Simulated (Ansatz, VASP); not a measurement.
Two plane-wave programs on TiAl3

```xyz
4
Lattice="-1.8896 1.8896 4.2411 1.8896 -1.8896 4.2411 1.8896 1.8896 -4.2411" Properties=species:S:1:pos:R:3 pbc="T T T"
Ti    0.0000    0.0000    0.0000
Al    0.0000    0.0000    4.2411
Al    0.0000    1.8896    2.1206
Al    1.8896    0.0000    2.1206
```

Alike in both runs: functional LDA; k mesh 12 × 12 × 12; occupations gaussian, width 0.1 eV; no spin polarisation.

Ansatz relaxed the structure, and its values are those at the end. VASP's run is a single point on that final structure, the one shown.

|  | VASP | Ansatz |
| --- | --- | --- |
| version | VASP 6.6.1 | Ansatz 0.2.0 |
| potentials or method | VASP PAW LDA potentials, release 64 (Ti_sv, Al), cutoff 520 eV | scalar-relativistic, plane waves, PAW |
| valence electrons in the cell | 21 | 21 |

|  | VASP | Ansatz | Ansatz less VASP |
| --- | --- | --- | --- |
| gap on the k mesh at the Fermi level (eV) | none | none | - |
| pressure (GPa) | 0.2 | 0.0 | -0.19 |

Ansatz warns that its potentials were made for another functional, while VASP's fit it. LDA's correlation is that of Perdew and Zunger in VASP and of Perdew and Wang (1992) in Ansatz. A gap of «none» marks a metal or a gap that the smearing closes.
